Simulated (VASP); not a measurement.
Write the native input for VASP 6.6.1 that does the following.

* Task: relaxation of cell and atoms
* Functional: PBE
* Potentials or basis: VASP PAW PBE potentials, release 64 (W_sv, S)
* Cutoff: 600 eV
* k mesh: 12 × 12 × 4
* Occupations: gaussian, width 0.02 eV
* Spin: no spin polarisation
* Target pressure: 30 GPa
* Dipole correction: no
* Further INCAR settings: ALGO = Normal; EDIFF = 1e-07; IBRION = 2; EDIFFG = -0.008; NSW = 70; ISIF = 3

The structure of WS2 lies in POSCAR:

```
WS2
1.0
    3.0015566379      0.0000000000      0.0000000000
   -1.5007783190      2.5994242993      0.0000000000
    0.0000000000      0.0000000000     11.0675427034
W S
2 4
Direct
    0.3333333333      0.6666666667      0.2500000000
    0.6666666667      0.3333333333      0.7500000000
    0.3333333333      0.6666666667      0.6108514777
    0.6666666667      0.3333333333      0.1108514777
    0.3333333333      0.6666666667      0.8891485223
    0.6666666667      0.3333333333      0.3891485223
```

These files were run (other wordings do the same):

INCAR

```
SYSTEM = WS2
  PREC = Accurate
  ENCUT = 600
  EDIFF = 1E-7
  ISMEAR = 0
  SIGMA = 0.02
  LREAL = .False.
  LASPH = .True.
  NELM = 60
  ALGO = Normal
  ISIF = 3
  LWAVE = .False.
  LCHARG = .False.
  GGA = PE
  IBRION = 2
  NSW = 70
  EDIFFG = -0.008
  PSTRESS = 300.0
```

KPOINTS

```
regular mesh
0
Gamma
  12 12 4
  0 0 0
```

Potentials or basis: VASP PAW PBE potentials, release 64 (W_sv, S).

Run with:

```bash
$ cat potpaw_PBE.64/W_sv/POTCAR potpaw_PBE.64/S/POTCAR > POTCAR
$ mpirun -np 1 vasp_std > vasp.out
```

It gave:

```json
{
 "Relaxed volume": "14.28 Å³/atom",
 "Relaxed cell": "a = 3.007 Å, b = 3.007 Å, c = 10.941 Å, α = 90.00°, β = 90.00°, γ = 120.00°",
 "Space group after relaxing (to 0.1 Å)": "P6_3/mmc (No. 194)",
 "Energy change on relaxing (the run minimises the enthalpy)": "-9.6 meV/atom",
 "Ionic steps": "15",
 "Pressure after relaxing": "30.0 GPa",
 "Band gap on the k mesh": "0.06 eV (least direct gap 1.24 eV)"
}
```

Caveat: the cell is relaxed towards a set pressure, so the run minimises the enthalpy, not the energy; spin-orbit coupling is left out, which moves the levels of the heavy elements.

Run time: 21 min on 1 thread of Intel(R) Xeon(R) Platinum 8488C (Sapphire Rapids) (shared host), peak memory 0.33 GiB.
